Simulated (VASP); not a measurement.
# K2Ir (fluorite type) (Fm-3m) in VASP: single point with PBEsol

Aim: the single point of K2Ir (fluorite type) with PBEsol.

Everything below comes from runs of VASP 6.6.1. Logs are shortened: lines on timing, memory, paths and dates and some standing lists are left out, and cuts for length are marked.

### Step 1. The cell of the first run

The structure is cubic, space group Fm-3m (No. 225). The conventional cell has a = 7.583 Å, b = 7.583 Å, c = 7.583 Å, α = 90.00°, β = 90.00°, γ = 90.00°. Within 4.3 Å of Ir (site symmetry m-3m) lie 8 K at 3.28 Å. K (site symmetry -43m) has 4 Ir at 3.28 Å and 6 K at 3.79 Å within 4.3 Å.

### Step 2. Single point, PBEsol, non-collinear spin, zero start, spin-orbit coupling

The input, INCAR:

```
ALGO = Normal
EDIFF = 1E-7
ENCUT = 520
GGA = PS
GGA_COMPAT = F
ISIF = 2
ISMEAR = -1
LASPH = T
LCHARG = F
LMAXMIX = 4
LNONCOLLINEAR = T
LORBIT = 11
LORBMOM = T
LREAL = F
LSORBIT = T
LWAVE = F
MAGMOM = 0 0 0 0 0 0 0 0 0
NBANDS = 40
NELM = 150
PREC = Accurate
SIGMA = 0.05
```

The input, KPOINTS:

```
k-points
0
Gamma
  8 8 8
```

The input, POSCAR:

```
K2Ir
1.0
    0.0000000000      3.7916110522      3.7916110522
    3.7916110522      0.0000000000      3.7916110522
    3.7916110522      3.7916110522      0.0000000000
Ir K
1 2
Direct
    0.0000000000      0.0000000000      0.0000000000
    0.2500000000      0.2500000000      0.2500000000
    0.7500000000      0.7500000000      0.7500000000
```

Potentials or basis: VASP PAW PBE potentials, release 64 (Ir, K_sv).

Command:

```console
> cat potpaw_PBE.64/Ir/POTCAR potpaw_PBE.64/K_sv/POTCAR > POTCAR
> mpirun -np 1 vasp_ncl > vasp.out
```

OUTCAR:

```text
EDIFF = 1E-7
   ENCUT = 520
   GGA = PS
   ISIF = 2
   ISMEAR = -1
   LASPH = T
   LNONCOLLINEAR = T
   LORBIT = 11
   LREAL = F
   LSORBIT = T
   NELM = 150
   PREC = Accurate

 ion  position               nearest neighbor table
   1  0.000  0.000  0.000-   3 3.28   3 3.28   3 3.28   2 3.28   3 3.28   2 3.28   2 3.28   2 3.28

   2  0.250  0.250  0.250-   1 3.28   1 3.28   1 3.28   1 3.28   3 3.79   3 3.79   3 3.79   3 3.79
                             3 3.79   3 3.79
   3  0.750  0.750  0.750-   1 3.28   1 3.28   1 3.28   1 3.28   2 3.79   2 3.79   2 3.79   2 3.79
                             2 3.79   2 3.79

  LATTYP: Found a face centered cubic cell.
 ALAT       =     7.5832221044

  Lattice vectors:

 A1 = (   0.0000000000,   3.7916110522,   3.7916110522)
 A2 = (   3.7916110522,   0.0000000000,   3.7916110522)
 A3 = (   3.7916110522,   3.7916110522,   0.0000000000)

Analysis of symmetry for initial positions (statically):
=====================================================================
 Subroutine PRICEL returns:
 Original cell was already a primitive cell.

 Routine SETGRP: Setting up the symmetry group for a
 face centered cubic supercell.

 Subroutine GETGRP returns: Found 48 space group operations
 (whereof 48 operations were pure point group operations)
 out of a pool of 48 trial point group operations.

The static configuration has the point symmetry O_h .

Analysis of symmetry for dynamics (positions and initial velocities):
=====================================================================
 Subroutine PRICEL returns:
 Original cell was already a primitive cell.

 Routine SETGRP: Setting up the symmetry group for a
 face centered cubic supercell.

 Subroutine GETGRP returns: Found 48 space group operations
 (whereof 48 operations were pure point group operations)
 out of a pool of 48 trial point group operations.

The dynamic configuration has the point symmetry O_h .

Analysis of structural, dynamic, and magnetic symmetry:
=====================================================================
 Subroutine PRICEL returns:
 Original cell was already a primitive cell.

 Routine SETGRP: Setting up the symmetry group for a
 face centered cubic supercell.

 Subroutine GETGRP returns: Found 48 space group operations
 (whereof 48 operations were pure point group operations)
 out of a pool of 48 trial point group operations.

The overall configuration has the point symmetry O_h .

 Subroutine INISYM returns: Found 48 space group operations
[... 1192 lines left out ...]
      1.89581      1.89581      1.89581         0.000000      0.000000      0.000000
      5.68742      5.68742      5.68742        -0.000000     -0.000000     -0.000000
 -----------------------------------------------------------------------------------
    total drift:                               -0.000000      0.000000      0.000000

  FREE ENERGIE OF THE ION-ELECTRON SYSTEM (eV)
  ---------------------------------------------------
  free  energy   TOTEN  =        -8.9980275259 eV

  energy  without entropy=       -8.8891394171  energy(sigma->0) =       -8.94358347

 orbital moment (x)

 # of ion     p       d       tot
 ----------------------------------------
  1         0.000  -0.000  -0.000
  2        -0.000   0.000  -0.000
  3         0.000   0.000   0.000
 ----------------------------------------
           -0.000   0.000  -0.000

 orbital moment (y)

 # of ion     p       d       tot
 ----------------------------------------
  1         0.000   0.000   0.000
  2         0.000  -0.000   0.000
  3        -0.000  -0.000  -0.000
 ----------------------------------------
           -0.000  -0.000  -0.000

 orbital moment (z)

 # of ion     p       d       tot
 ----------------------------------------
  1         0.000  -0.000  -0.000
  2         0.000  -0.000  -0.000
  3         0.000  -0.000  -0.000
 ----------------------------------------
            0.000  -0.000  -0.000

 Spin-Orbit-Coupling matrix elements

 Ion:    1  E_soc:     -0.8120036
 l=   1
     0.0000000    -0.0014232    -0.0014232
    -0.0014232     0.0000000    -0.0014232
    -0.0014232    -0.0014232     0.0000000
 l=   2
     0.0000000    -0.0338800     0.0000000    -0.0338800    -0.1000307
    -0.0338800     0.0000000    -0.0750231    -0.0338800    -0.0250077
     0.0000000    -0.0750231     0.0000000    -0.0750231     0.0000000
    -0.0338800    -0.0338800    -0.0750231     0.0000000    -0.0250077
    -0.1000307    -0.0250077     0.0000000    -0.0250077     0.0000000
 l=   3
     0.0000000     0.0000000     0.0000000     0.0000000     0.0000000     0.0000000     0.0000000
     0.0000000     0.0000000     0.0000000     0.0000000     0.0000000     0.0000000     0.0000000
     0.0000000     0.0000000     0.0000000     0.0000000     0.0000000     0.0000000     0.0000000
     0.0000000     0.0000000     0.0000000     0.0000000     0.0000000     0.0000000     0.0000000
[... 29 lines left out ...]
 l=   2
     0.0000000    -0.0000019     0.0000000    -0.0000019    -0.0000025
    -0.0000019     0.0000000    -0.0000018    -0.0000019    -0.0000006
     0.0000000    -0.0000018     0.0000000    -0.0000018     0.0000000
    -0.0000019    -0.0000019    -0.0000018     0.0000000    -0.0000006
    -0.0000025    -0.0000006     0.0000000    -0.0000006     0.0000000
 l=   3
     0.0000000     0.0000000     0.0000000     0.0000000     0.0000000     0.0000000     0.0000000
     0.0000000     0.0000000     0.0000000     0.0000000     0.0000000     0.0000000     0.0000000
     0.0000000     0.0000000     0.0000000     0.0000000     0.0000000     0.0000000     0.0000000
     0.0000000     0.0000000     0.0000000     0.0000000     0.0000000     0.0000000     0.0000000
     0.0000000     0.0000000     0.0000000     0.0000000     0.0000000     0.0000000     0.0000000
     0.0000000     0.0000000     0.0000000     0.0000000     0.0000000     0.0000000     0.0000000
     0.0000000     0.0000000     0.0000000     0.0000000     0.0000000     0.0000000     0.0000000

 total charge

# of ion       s       p       d       tot
------------------------------------------
    1        0.778   0.015   7.155   7.948
    2        1.972   5.551   0.049   7.572
    3        1.972   5.551   0.049   7.572
--------------------------------------------------
tot          4.721  11.116   7.254  23.091

 magnetization (x)

# of ion       s       p       d       tot
------------------------------------------
    1       -0.000  -0.000   0.000  -0.000
    2        0.000   0.000   0.000   0.000
    3        0.000   0.000   0.000   0.000
--------------------------------------------------
tot          0.000   0.000   0.000   0.000

 magnetization (y)

# of ion       s       p       d       tot
------------------------------------------
    1        0.000  -0.000  -0.000  -0.000
    2        0.000   0.000   0.000   0.000
    3        0.000   0.000   0.000   0.000
--------------------------------------------------
tot          0.000  -0.000   0.000   0.000

 magnetization (z)

# of ion       s       p       d       tot
------------------------------------------
    1       -0.000   0.000  -0.000  -0.000
    2        0.000  -0.000  -0.000  -0.000
    3        0.000   0.000  -0.000  -0.000
--------------------------------------------------
tot         -0.000   0.000  -0.000  -0.000
```

Wall time 5.1 min (1 thread of Intel Xeon Platinum 8375C at 2.90GHz (Ice Lake), shared host); peak memory 0.59 GiB.

What came out:

```
Free energy                                           : -8.9980 eV
Pressure                                              : 0.1 GPa
Net moment                                            : 0.00 μB per cell
Valence electrons inside the program's atomic spheres : Ir 7.95; K 7.57
```

Moments on the atoms (μB; x, y, z):
```
Ir  0.00 0.00 0.00
K   0.00 0.00 0.00
K   0.00 0.00 0.00
```

Caveat: the PAW data sets were made with another functional, which shifts forces and pressure a little.
